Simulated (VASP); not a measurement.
# InSe in VASP: a series of runs

Runs on InSe. Level: PBE. Tasks: single point.

All numbers are computed with VASP 6.6.1; they aren't measurements. Logs are shortened: lines on timing, memory, paths and dates and some standing lists are left out, and cuts for length are marked.

## 1. The cell of the first run

The typed cell holds 4 atoms: a = 8.599 Å, b = 8.642 Å, c = 8.654 Å, α = 26.86°, β = 26.69°, γ = 26.83°.

## 2. Single point, PBE (equal xy, yz and zx shear strains of -1 %)

Contents of INCAR:

```
ALGO = Normal ; EDIFF = 1E-6
ENCUT = 520 ; GGA = PE
ISIF = 2 ; ISMEAR = -1
LASPH = T ; LCHARG = F
LREAL = F ; LWAVE = F
NBANDS = 27 ; NELM = 100
PREC = Accurate ; SIGMA = 0.01
```

Contents of KPOINTS:

```
k-points
0
Gamma
  7 7 7
```

Contents of POSCAR:

```
InSe
1.0
    1.9526427986      1.1031169882      8.3008965001
   -2.0473565020      1.1231169848      8.3208964966
   -0.0300363466     -2.3509840230      8.3282170034
In Se
2 2
Direct
    0.0000000000      0.0000000000      0.0000000000
    0.1122000000      0.1122000000      0.1122000000
    0.6155000000      0.6155000000      0.6155000000
    0.8300000000      0.8300000000      0.8300000000
```

Potentials or basis: VASP PAW PBE potentials, release 64 (In_d, Se).

The run is started by

```sh
> cat potpaw_PBE.64/In_d/POTCAR potpaw_PBE.64/Se/POTCAR > POTCAR
> mpirun -np 1 vasp_std > vasp.out
```

OUTCAR:

```text
EDIFF = 1E-6
   ENCUT = 520
   GGA = PE
   ISIF = 2
   ISMEAR = -1
   LASPH = T
   LREAL = F
   NELM = 100
   PREC = Accurate

 ion  position               nearest neighbor table
   1  0.000  0.000  0.000-   3 2.63   3 2.64   3 2.65   2 2.80
   2  0.112  0.112  0.112-   4 2.61   4 2.65   4 2.65   1 2.80
   3  0.615  0.615  0.615-   1 2.63   1 2.64   1 2.65
   4  0.830  0.830  0.830-   2 2.61   2 2.65   2 2.65

  LATTYP: Found a triclinic cell.
 ALAT       =     4.0000992993
 B/A-ratio  =     1.0043097986
 C/A-ratio  =     2.1495768916
 COS(alpha) =     0.0048499483
 COS(beta)  =     0.2216166116
 COS(gamma) =     0.5064554505

  Lattice vectors:

 A1 = (  -3.9999993006,   0.0199999966,   0.0199999965)
 A2 = (  -2.0173201554,   3.4741010078,  -0.0073205068)
 A3 = (  -1.9526427986,  -1.1031169882,  -8.3008965001)

Analysis of symmetry for initial positions (statically):
=====================================================================
 Subroutine PRICEL returns:
 Original cell was already a primitive cell.

 Routine SETGRP: Setting up the symmetry group for a
 triclinic supercell.

 Subroutine GETGRP returns: Found  1 space group operations
 (whereof  1 operations were pure point group operations)
 out of a pool of  2 trial point group operations.

The static configuration has the point symmetry C_1 .

Analysis of symmetry for dynamics (positions and initial velocities):
=====================================================================
 Subroutine PRICEL returns:
 Original cell was already a primitive cell.

 Routine SETGRP: Setting up the symmetry group for a
 triclinic supercell.

 Subroutine GETGRP returns: Found  1 space group operations
 (whereof  1 operations were pure point group operations)
 out of a pool of  2 trial point group operations.

The dynamic configuration has the point symmetry C_1 .

 Subroutine INISYM returns: Found  1 space group operations
 (whereof  1 operations are pure point group operations),
 and found     1 'primitive' translations

----------------------------------------------------------------------------------------

                                     Primitive cell

  volume of cell :     115.2304

  direct lattice vectors                    reciprocal lattice vectors
     1.952642799  1.103116988  8.300896500     0.250939376  0.145802609  0.042063854
    -2.047356502  1.123116985  8.320896497    -0.249085838  0.143289919  0.039551165
    -0.030036347 -2.350984023  8.328217003    -0.001249284 -0.288488274  0.038631456

  length of vectors
     8.598521018  8.642359569  8.653740608     0.293254734  0.290069044  0.291066031

  position of ions in fractional coordinates (direct lattice)
     0.000000000  0.000000000  0.000000000
     0.112200000  0.112200000  0.112200000
     0.615500000  0.615500000  0.615500000
     0.830000000  0.830000000  0.830000000

  ion indices of the primitive-cell ions
   primitive index   ion index
                 1           1
                 2           2
                 3           3
                 4           4

----------------------------------------------------------------------------------------

 KPOINTS: k-points

Automatic generation of k-mesh.
 Grid dimensions read from file:
 generate k-points for:    7    7    7

 Generating k-lattice:

  Cartesian coordinates                     Fractional coordinates (reciprocal lattice)
     0.035848482  0.020828944  0.006009122     0.142857143 -0.000000000  0.000000000
    -0.035583691  0.020469988  0.005650166     0.000000000  0.142857143  0.000000000
    -0.000178469 -0.041212611  0.005518779     0.000000000 -0.000000000  0.142857143

  Length of vectors
     0.041893533  0.041438435  0.041580862

  Shift w.r.t. Gamma in fractional coordinates (k-lattice)
     0.000000000  0.000000000  0.000000000

 Subroutine IBZKPT returns following result:
 ===========================================

 Found    172 irreducible k-points:

 Following reciprocal coordinates:
            Coordinates               Weight
  0.000000  0.000000  0.000000      1.000000
  0.142857  0.000000 -0.000000      2.000000
  0.285714  0.000000 -0.000000      2.000000
  0.428571  0.000000 -0.000000      2.000000
  0.000000  0.142857  0.000000      2.000000
  0.142857  0.142857 -0.000000      2.000000
[... 16 lines left out ...]
 -0.428571  0.428571  0.000000      2.000000
 -0.285714  0.428571  0.000000      2.000000
 [... further k-points ...]
   k-points           NKPTS =    172   k-points in BZ     NKDIM =    172   number of bands    NBANDS=     27
   number of dos      NEDOS =    301   number of ions     NIONS =      4
   total plane-waves  NPLWV = 262144
   dimension x,y,z NGX =    64 NGY =   64 NGZ =   64
   dimension x,y,z NGXF=   128 NGYF=  128 NGZF=  128
   ions per type =               2   2
   NGX,Y,Z   is equivalent  to a cutoff of  12.37, 12.31, 12.29 a.u.
   NGXF,Y,Z  is equivalent  to a cutoff of  24.75, 24.62, 24.59 a.u.
 SYSTEM =  unknown system
   PREC   = accura    normal or accurate (medium, high low for compatibility)
   ISTART =      0    job   : 0-new  1-cont  2-samecut
   ICHARG =      2    charge: 1-file 2-atom 10-const
   ISPIN  =      1    spin polarized calculation?
   LNONCOLLINEAR =      F non collinear calculations
   LSORBIT =      F    spin-orbit coupling
   LASPH  =      T    aspherical Exc in radial PAW
   ENCUT  =  520.0 eV  38.22 Ry    6.18 a.u.  15.99 16.07 16.09*2*pi/ulx,y,z
   NELM   =    100;   NELMIN=  2; NELMDL= -5     # of ELM steps
   EDIFF  = 0.1E-05   stopping-criterion for ELM
   LREAL  =      F    real-space projection
   EDIFFG = 0.1E-04   stopping-criterion for IOM
   NSW    =      0    number of steps for IOM
   IBRION =     -1    ionic relax: 0-MD 1-quasi-New 2-CG
   NFREE  =      0    steps in history (QN), initial steepest desc. (CG)
   ISIF   =      2    stress and relaxation
   ISYM   =      2    0-nonsym 1-usesym 2-fastsym
   POTIM  = 0.5000    time-step for ionic-motion
   TEBEG  =    0.0;   TEEND  =   0.0 temperature during run
   PSTRESS=    0.0 pullay stress
   NELECT =      38.0000    total number of electrons
   NUPDOWN=      -1.0000    fix difference up-down
   EMIN   =  10.00;   EMAX   =-10.00  energy-range for DOS
   EFERMI =   0.00;   METHOD = LEGACY
   ISMEAR =    -1;   SIGMA  =   0.01  broadening in eV -4-tet -1-fermi 0-gaus
   EFERMI_NEDOS =   21; number of points for ismear=-14 and -15
   IALGO  =     38    algorithm
   IMIX   =      4    mixing-type and parameters
     AMIX     =   0.40;   BMIX     =  1.00
     AMIX_MAG =   1.60;   BMIX_MAG =  1.00
  volume/ion in A,a.u.               =      28.81       194.40
  Fermi-wavevector in a.u.,A,eV,Ry     =   1.131046  2.137367 17.405459  1.279265
  Thomas-Fermi vector in A             =   2.267744
   LORBIT       =      0    0 simple, 1 ext, 2 COOP (PROOUT), +10 PAW based schemes
   GGA     = PE    functional components
   LHFCALC =     F    Hartree Fock is set to
   AEXX    =    0.0000 exact exchange contribution
   IVDW    =     0    specifies the selected vdW correction
   LEPSILON=     F    determine dielectric tensor
   LRPA    =     F    only Hartree local field effects (RPA)
 non-spin polarized calculation
  energy-cutoff  :      520.00
  volume of cell :      115.23
 maximum number of plane-waves:      3130
   NGX = 31   NGY = 33   NGZ = 33

 number of electron      37.9999996 magnetization

 Free energy of the ion-electron system (eV)
  ---------------------------------------------------
  ext. energy  EPLUGINS =         0.00000000
  ---------------------------------------------------
  free energy    TOTEN  =       -14.11789328 eV

  energy without entropy =      -14.11789328  energy(sigma->0) =      -14.11789328

 E-fermi :   4.3235     XC(G=0):  -8.9870

 val. band max:        4.1194169041   @ k =  -0.4286   0.4286   0.4286
 cond. band min:       4.8451507992   @ k =   0.4286   0.4286   0.4286
 fundamental gap:      0.7257338951
 Fermi energy:         4.3235214024

 k-point     1 :       0.0000    0.0000    0.0000
  band No.  band energies     occupation
      1     -10.5590      2.00000
      2     -10.3788      2.00000
      3     -10.3787      2.00000
      4     -10.3006      2.00000
      5     -10.2988      2.00000
      6     -10.2833      2.00000
[... 19 lines left out ...]
     26       9.7791      0.00000
     27      11.8632      0.00000

 k-point     2 :       0.1429    0.0000   -0.0000
  band No.  band energies     occupation
      1     -10.5648      2.00000
      2     -10.4509      2.00000
      3     -10.3805      2.00000
      4     -10.3742      2.00000
      5     -10.2883      2.00000
      6     -10.2854      2.00000
[... 19 lines left out ...]
     26      10.1313      0.00000
     27      11.3329      0.00000

 k-point     3 :       0.2857    0.0000   -0.0000
  band No.  band energies     occupation
      1     -10.6348      2.00000
      2     -10.5175      2.00000
      3     -10.4945      2.00000
      4     -10.3715      2.00000
      5     -10.3011      2.00000
      6     -10.2523      2.00000
[... 19 lines left out ...]
     26      10.8380      0.00000
     27      11.2805      0.00000

 k-point     4 :       0.4286    0.0000   -0.0000
  band No.  band energies     occupation
      1     -10.7058      2.00000
      2     -10.5978      2.00000
      3     -10.4937      2.00000
      4     -10.3726      2.00000
      5     -10.3110      2.00000
      6     -10.2263      2.00000
[... 19 lines left out ...]
     26      10.7921      0.00000
     27      11.2464      0.00000

 k-point     5 :       0.0000    0.1429    0.0000
  band No.  band energies     occupation
      1     -10.5651      2.00000
      2     -10.4489      2.00000
      3     -10.3836      2.00000
      4     -10.3713      2.00000
      5     -10.2885      2.00000
      6     -10.2843      2.00000
[... 19 lines left out ...]
     26      10.2041      0.00000
     27      11.3038      0.00000

 k-point     6 :       0.1429    0.1429   -0.0000
  band No.  band energies     occupation
      1     -10.5648      2.00000
      2     -10.4495      2.00000
      3     -10.3829      2.00000
      4     -10.3726      2.00000
      5     -10.2884      2.00000
      6     -10.2847      2.00000
[... 444 lines left out ...]
      1     -10.6741      2.00000
      2     -10.5779      2.00000
      3     -10.4950      2.00000
      4     -10.3809      2.00000
      5     -10.2980      2.00000
      6     -10.2422      2.00000
[... 19 lines left out ...]
     26      11.1610      0.00000
     27      11.5729      0.00000

 k-point    22 :       0.4286    0.4286    0.0000
  band No.  band energies     occupation
      1     -10.6953      2.00000
      2     -10.6049      2.00000
      3     -10.4929      2.00000
      4     -10.3733      2.00000
      5     -10.3098      2.00000
      6     -10.2269      2.00000
[... 19 lines left out ...]
     26      11.4399      0.00000
     27      12.1073      0.00000

 k-point    23 :      -0.4286    0.4286    0.0000
  band No.  band energies     occupation
      1     -10.7035      2.00000
      2     -10.6178      2.00000
      3     -10.4915      2.00000
      4     -10.3837      2.00000
      5     -10.3012      2.00000
      6     -10.2307      2.00000
[... 19 lines left out ...]
     26      11.7884      0.00000
     27      12.2672      0.00000

 k-point    24 :      -0.2857    0.4286    0.0000
  band No.  band energies     occupation
      1     -10.7031      2.00000
      2     -10.6140      2.00000
      3     -10.4917      2.00000
      4     -10.3939      2.00000
      5     -10.2856      2.00000
      6     -10.2426      2.00000
[... 19 lines left out ...]
     26      11.0422      0.00000
     27      11.6737      0.00000

 [... further k-points ...]

------------------------ aborting loop because EDIFF is reached ----------------------------------------

  FORCE on cell =-STRESS in cart. coord.  units (eV):
  Direction    XX          YY          ZZ          XY          YZ          ZX
  --------------------------------------------------------------------------------------
  -------------------------------------------------------------------------------------
  Total        2.3116378      2.2903042      1.7893276      0.2632457      0.2777087      0.2890211
  in kB       32.1412763     31.8446514     24.8790160      3.6601989      3.8612929      4.0185828
  external PRESSURE =      29.6216479 kB  Pullay stress =       0.0000000 kB

 VOLUME and BASIS-vectors are now :
 -----------------------------------------------------------------------------
  energy-cutoff  :      520.00
  volume of cell :      115.23
      direct lattice vectors                 reciprocal lattice vectors
     1.952642799  1.103116988  8.300896500     0.250939376  0.145802609  0.042063854
    -2.047356502  1.123116985  8.320896497    -0.249085838  0.143289919  0.039551165
    -0.030036347 -2.350984023  8.328217003    -0.001249284 -0.288488274  0.038631456

 POSITION                                       TOTAL-FORCE (eV/Angst)
 -----------------------------------------------------------------------------------
      0.00000      0.00000      0.00000         0.008862      0.061738      0.231894
     -0.01400     -0.01400      2.79939        -0.113574     -0.061730     -0.232326
     -0.07678     -0.07678     15.35673        -0.022601     -0.078153     -0.182059
     -0.10354     -0.10354     20.70851         0.127313      0.078144      0.182491
 -----------------------------------------------------------------------------------
    total drift:                                0.000089      0.000094      0.000038

  FREE ENERGIE OF THE ION-ELECTRON SYSTEM (eV)
  ---------------------------------------------------
  free  energy   TOTEN  =       -14.1178932814 eV

  energy  without entropy=      -14.1178932814  energy(sigma->0) =      -14.11789328
```

It took 13 min on 1 thread of Intel Xeon Platinum 8559C (Emerald Rapids), shared host; peak memory 0.84 GiB.

Results:

```yaml
Free_energy: -14.1179 eV
Pressure: 3.0 GPa
Largest_force: 0.266 eV/Å
Band_gap_on_the_k_mesh: 0.73 eV (least direct gap 0.74 eV)
```

Forces in eV/Å, atoms in the order of the input:
```
In   0.009  0.062  0.232
In  -0.114 -0.062 -0.232
Se  -0.023 -0.078 -0.182
Se   0.127  0.078  0.182
```

Caveat: the cell differs from its parent crystal (equal xy, yz and zx shear strains of -1 %); spin-orbit coupling is left out, which moves the levels of the heavy elements. A k mesh can miss the band edges.

## 3. Single point, PBE (zz strain of -2 %)

Contents of INCAR:

```
PREC = Accurate
ENCUT = 520
EDIFF = 1E-6
ISMEAR = -1
SIGMA = 0.01
LREAL = F
LASPH = T
NELM = 80
ALGO = Normal
ISIF = 2
LWAVE = F
LCHARG = T
GGA = PE
LELF = T
LVHAR = T
NBANDS = 27
```

Contents of KPOINTS:

```
Automatic mesh
0
Gamma
  7 7 7
```

Contents of POSCAR:

```
InSe
1.0
    1.9999996503      1.1547003365      8.1503366000
   -1.9999996503      1.1547003365      8.1503366000
    0.0000000000     -2.3094006730      8.1503366000
In Se
2 2
Direct
    0.0000000000      0.0000000000      0.0000000000
    0.1122000000      0.1122000000      0.1122000000
    0.6155000000      0.6155000000      0.6155000000
    0.8300000000      0.8300000000      0.8300000000
```

Potentials or basis: VASP PAW PBE potentials, release 64 (In_d, Se).

The run is started by

```sh
> cat potpaw_PBE.64/In_d/POTCAR potpaw_PBE.64/Se/POTCAR > POTCAR
> mpirun -np 1 vasp_std > vasp.out
```

It took 17 min on 1 thread of Intel Xeon 8259CL, shared host; peak memory 0.57 GiB.

It converged, with:

* Free energy: -14.0715 eV
* Pressure: 4.1 GPa
* Largest force: 0.334 eV/Å
* Band gap on the k mesh: 0.71 eV

Forces in eV/Å, atoms in the order of the input:
```
In   0.000  0.000  0.098
In   0.000  0.000 -0.095
Se   0.000  0.000 -0.334
Se   0.000  0.000  0.330
```

Stress tensor (GPa, compression positive):
```
3.92 0.00 0.00
0.00 3.92 0.00
0.00 0.00 4.56
```

Levels at points of the mesh, in eV from the valence-band top:
```tsv
k point	band 15	band 16	band 17	band 18	band 19	band 20	band 21	band 22	band 23	band 24
(0.00, 0.00, 0.00)	-1.50	-1.33	-1.33	-1.18	-1.18	1.88	2.20	4.37	4.37	5.40
```

Caveat: the cell differs from its parent crystal (zz strain of -2 %); the cell stands under pressure; spin-orbit coupling is left out, which moves the levels of the heavy elements. A k mesh can miss the band edges.

## 4. Single point, PBE (zz strain of +1 %)

Contents of INCAR:

```
SYSTEM = InSe
PREC = Accurate
ENCUT = 520
EDIFF = 1E-6
ISMEAR = -1
SIGMA = 0.01
LREAL = .FALSE.
LASPH = .TRUE.
NELM = 80
ALGO = Normal
ISIF = 2
LWAVE = .FALSE.
LCHARG = .FALSE.
GGA = PE
NBANDS = 27
```

Contents of KPOINTS:

```
Automatic mesh
0
G
  7 7 7
  0 0 0
```

Contents of POSCAR:

```
InSe
1.0
    1.9999996503      1.1547003365      8.3998367000
   -1.9999996503      1.1547003365      8.3998367000
    0.0000000000     -2.3094006730      8.3998367000
In Se
2 2
Direct
    0.0000000000      0.0000000000      0.0000000000
    0.1122000000      0.1122000000      0.1122000000
    0.6155000000      0.6155000000      0.6155000000
    0.8300000000      0.8300000000      0.8300000000
```

The run is started by

```sh
> cat potpaw_PBE.64/In_d/POTCAR potpaw_PBE.64/Se/POTCAR > POTCAR
> mpirun -np 1 vasp_std > vasp.out
```

It took 19 min on 1 thread of Intel Xeon 8259CL, shared host; peak memory 0.69 GiB.

Results (log left out):

```
Free energy            : -14.1367 eV
Pressure               : 2.4 GPa
Largest force          : 0.277 eV/Å
Band gap on the k mesh : 0.74 eV (least direct gap 0.76 eV)
```

Forces in eV/Å, atoms in the order of the input:
```
In   0.000  0.000  0.277
In   0.000  0.000 -0.274
Se   0.000  0.000 -0.105
Se   0.000  0.000  0.101
```

Stress tensor (GPa, compression positive):
```
2.84 0.00 0.00
0.00 2.84 0.00
0.00 0.00 1.53
```

Levels at points of the mesh, in eV from the valence-band top:
```csv
k point,band 15,band 16,band 17,band 18,band 19,band 20,band 21,band 22,band 23,band 24
"(0.00, 0.00, 0.00)",-1.41,-1.13,-1.13,-1.00,-1.00,1.93,2.28,4.58,4.58,5.22
```

Caveat: the cell differs from its parent crystal (zz strain of +1 %); spin-orbit coupling is left out, which moves the levels of the heavy elements. A k mesh can miss the band edges.

## 5. Summary

| cell | gap on the mesh (eV) | pressure (GPa) | largest force (eV/Å) |
| --- | --- | --- | --- |
| a = 8.599, b = 8.642, c = 8.654 Å, angles 26.9, 26.7, 26.8°, 4 atoms | 0.73 | 3.0 | 0.27 |
| a = 8.471 Å, angles 27.3°, 4 atoms | 0.71 | 4.1 | 0.33 |
| a = 8.712 Å, angles 26.5°, 4 atoms | 0.74 | 2.4 | 0.28 |

Alike in all rows: task single point; level PBE; potentials or basis VASP PAW PBE potentials, release 64 (In_d, Se); no spin polarisation; k mesh 7 × 7 × 7; cutoff (eV) 520; smearing fermi-dirac 0.01 eV.

Caveats: spin-orbit coupling is left out, which moves the levels of the heavy elements; the cell stands under pressure (at least some runs).

Absolute energies hang on the potentials; compare differences alone.
